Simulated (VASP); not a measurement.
A run of VASP 6.6.1:

Contents of POSCAR:

```
BaTiO3
1.0
    3.8531472937      0.0000000000      0.0000000000
    0.0000000000      3.8531472937      0.0000000000
    0.0000000000      0.0000000000      3.9890110909
Ba Ti O
1 1 3
Direct
    0.0000000000      0.0000000000      0.9926109041
    0.5000000000      0.5000000000      0.4745255187
    0.5000000000      0.5000000000      0.0315737051
    0.5000000000      0.0000000000      0.5146449361
    0.0000000000      0.5000000000      0.5146449361
```

Contents of INCAR.step1:

```
PREC = Accurate
ENCUT = 520
ISMEAR = 0
SIGMA = 0.05
LREAL = F
LASPH = T
NELM = 60
NBANDS = 28
GGA = PE
ALGO = Normal
EDIFF = 1E-4
LWAVE = T
LCHARG = F
```

INCAR.step2

```
PREC = Accurate
ENCUT = 520
EDIFF = 1E-6
ISMEAR = 0
SIGMA = 0.05
LREAL = F
LASPH = T
NELM = 60
ALGO = Normal
ISIF = 2
LWAVE = F
LCHARG = F
METAGGA = R2SCAN
LMIXTAU = T
NBANDS = 28
ISTART = 1
```

Contents of KPOINTS:

```
regular mesh
0
Gamma
  8 8 8
```

Potentials or basis: VASP PAW PBE potentials, release 64 (Ba_sv, Ti_sv, O).

Launch:

```bash
$ cat potpaw_PBE.64/Ba_sv/POTCAR potpaw_PBE.64/Ti_sv/POTCAR potpaw_PBE.64/O/POTCAR > POTCAR
$ cp INCAR.step1 INCAR
$ mpirun -np 1 vasp_std > vasp.out
$ cp INCAR.step2 INCAR
$ mpirun -np 1 vasp_std > vasp.out
```

Hardware: 1 thread of Intel(R) Xeon(R) 6975P-C (Granite Rapids) (shared host).

**Question.** How long does it take, and how much memory?

**Answer.** Run time: 3.5 min on 1 thread of Intel(R) Xeon(R) 6975P-C (Granite Rapids), with other jobs on the host, peak memory 0.26 GiB. Counts: k points 75.
